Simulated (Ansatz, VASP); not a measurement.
**F: VASP beside Ansatz**

The input INCAR:

```
SYSTEM = F
ALGO     = Normal         ! electronic algorithm
EDIFF    = 1E-6           ! SCF threshold, eV
ENCUT    = 520            ! plane-wave cutoff, eV
GGA      = PE             ! functional
ISIF     = 2              ! what is computed and relaxed
ISMEAR   = 0              ! smearing method
LASPH    = .TRUE.         ! aspherical terms in the spheres
LCHARG   = .FALSE.        ! write CHGCAR
LREAL    = .FALSE.        ! projectors in reciprocal space
LWAVE    = .FALSE.        ! write WAVECAR
NBANDS   = 22             ! bands
NELM     = 80             ! most SCF steps
PREC     = Accurate       ! precision mode
SIGMA    = 0.02           ! smearing width, eV
```

KPOINTS

```
k-points
0
G
  10 10 4
  0 0 0
```

File POSCAR:

```
F
1.0
    2.8763900000     -1.7105036000     -0.0074525000
    2.8763900000      1.7105036000     -0.0074525000
   -1.6245411481      0.0000000000      7.2235944184
F
4
Direct
    1.0508136344      0.5918226207      0.1100720004
    0.4081773793     -0.0508136344      0.3899279996
   -0.0508136344      0.4081773793      0.8899279996
    0.5918226207      1.0508136344      0.6100720004
```

Input for Ansatz:

```yaml
crystal:
  lattice:
    - [2.87639, -1.7105036, -0.0074525]
    - [2.87639, 1.7105036, -0.0074525]
    - [-1.6245411481, 0.0, 7.2235944184]
  atoms:
    - { symbol: F, position: [1.0508136344, 0.5918226207, 0.1100720004] }
    - { symbol: F, position: [0.4081773793, -0.0508136344, 0.3899279996] }
    - { symbol: F, position: [-0.0508136344, 0.4081773793, 0.8899279996] }
    - { symbol: F, position: [0.5918226207, 1.0508136344, 0.6100720004] }
basis:
  ecutwfc: 420
kpoints:
  mp_grid: { grid: [10, 10, 4] }
hamiltonian:
  xc: pbe
scf:
  occupations: { method: gaussian, width: 0.02 }
output:
  forces: true
  stress: true
  eigenvalues: true
```

Alike in both runs: task single point; functional PBE; k mesh 10 × 10 × 4; occupations gaussian, width 0.02 eV; no spin polarisation.

|  | VASP | Ansatz |
| --- | --- | --- |
| version | VASP 6.6.1 | Ansatz 0.2.0 |
| potentials or method | VASP PAW PBE potentials, release 64 (F), cutoff 520 eV | scalar-relativistic, plane waves, PAW |
| valence electrons in the cell | 28 | 28 |

|  | VASP | Ansatz | Ansatz less VASP |
| --- | --- | --- | --- |
| gap on the k mesh at the Fermi level (eV) | 0.58 | 0.61 | +0.036 |
| least direct gap on the mesh (eV) | 0.65 | 0.68 | +0.035 |
| pressure (GPa) | -9.8 | -9.5 | +0.28 |
| traceless stress, the component that is largest in VASP (GPa) | -16.57 | -16.97 | -0.396 |
| rms of the force components (eV/Å) | 2.122 | 2.171 | +0.0490 |

Atom by atom the forces differ by 0.049 eV/Å (rms over components). With one functional, cell and mesh, what is left measures potentials, basis and numerics.
